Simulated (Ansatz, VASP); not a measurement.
# VH in VASP and in Ansatz

The input INCAR:

```
PREC = Accurate ; ENCUT = 500
EDIFF = 1E-6 ; ISMEAR = -1
SIGMA = 0.1 ; LREAL = False
LASPH = True ; NELM = 200
ALGO = Normal ; ISIF = 2
LWAVE = False ; LCHARG = False
ISPIN = 2 ; MAGMOM = 1 0
LORBIT = 11 ; LMAXMIX = 4
GGA = PS ; NBANDS = 18
GGA_COMPAT = False
```

The input KPOINTS:

```
regular mesh
0
Gamma
  11 11 11
```

File POSCAR:

```
VH
1.0
    0.0000000000      1.9637535800      1.9637535800
    1.9637535800      0.0000000000      1.9637535800
    1.9637535800      1.9637535800      0.0000000000
V H
1 1
Direct
    0.0000000000      0.0000000000      0.0000000000
    0.5000000000      0.5000000000      0.5000000000
```

Input for Ansatz:

```yaml
crystal:
  lattice:
    bravais: fcc
    a: 3.92750716
  space_group: 225
  atoms:
    - { symbol: V, position: [0.0, 0.0, 0.0] }
    - { symbol: H, position: [0.5, 0.0, 0.0] }
  reduce_to_primitive: true
kpoints:
  mp_grid:
    grid: [11, 11, 11]
hamiltonian:
  xc: pbesol
magnetization:
  spin_polarized: true
  per_species:
    V: 1.0
scf:
  occupations:
    method: fermi_dirac
    width: 0.1
output:
  eigenvalues: true
basis:
  ecutrho_ratio: 9
```

Alike in both runs: task single point; functional PBEsol; k mesh 11 × 11 × 11; occupations fermi-dirac, width 0.1 eV; collinear spin.

|  | VASP | Ansatz |
| --- | --- | --- |
| version | VASP 6.6.1 | Ansatz 0.2.0 |
| potentials or method | VASP PAW PBE potentials, release 64 (V_sv, H) | plane waves, PAW |
| plane-wave cutoff (eV) | 500 | 420 |
| valence electrons in the cell | 14 | 14 |

```tsv
	VASP	Ansatz	Ansatz less VASP
gap on the k mesh at the Fermi level (eV)	none	none	-
net moment per atom (μB)	0.00	0.00	0.000
```

VASP's potentials were made for PBE, not for PBEsol. A gap of «none» marks a metal or a gap that the smearing closes. Ansatz's warnings: seeded moment not kept.
